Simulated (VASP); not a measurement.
Set up this calculation in VASP 6.6.1, as the native input.

* Task: single point
* Functional: PBE
* Potentials or basis: VASP PAW PBE potentials, release 64 (Rh_pv)
* Cutoff: 520 eV
* k mesh: 22 × 22 × 22
* Occupations: gaussian, width 0.15 eV
* Spin: no spin polarisation
* Dipole correction: no
* Further INCAR settings: ALGO = Fast; EDIFF = 1e-07; NBANDS = 14

The structure of Rh lies in POSCAR:

```
Rh
1.0
    0.0000000000      2.0162170629      1.7276964012
    2.0162170629      0.0000000000      1.7276964012
    2.0162170629      2.0162170629      0.0000000000
Rh
1
Direct
    0.0000000000      0.0000000000      0.0000000000
```

This cell differs from its parent crystal: volume 14.047 Å^3 an atom, c/a of the conventional cell 0.8569.

One way to write it, as run:

INCAR

```
PREC     = Accurate       # precision mode
ENCUT    = 520            # plane-wave cutoff, eV
EDIFF    = 1E-7           # SCF threshold, eV
ISMEAR   = 0              # smearing method
SIGMA    = 0.15           # smearing width, eV
LREAL    = False          # projectors in reciprocal space
LASPH    = True           # aspherical terms in the spheres
NELM     = 80             # most SCF steps
ALGO     = Fast           # electronic algorithm
ISIF     = 2              # what is computed and relaxed
LWAVE    = False          # write WAVECAR
LCHARG   = False          # write CHGCAR
GGA      = PE             # functional
NBANDS   = 14             # bands
```

KPOINTS

```
regular mesh
0
Gamma
  22 22 22
```

Potentials or basis: VASP PAW PBE potentials, release 64 (Rh_pv).

The run is started by

```sh
$ cat potpaw_PBE.64/Rh_pv/POTCAR > POTCAR
$ mpirun -np 1 vasp_std > vasp.out
```

Results of the run:

```json
{
  "Pressure": "3.0 GPa"
}
```

It took 95 s on 1 thread of AMD EPYC 9R45 96-Core Processor (Zen 5) (shared host), peak memory 0.23 GiB.
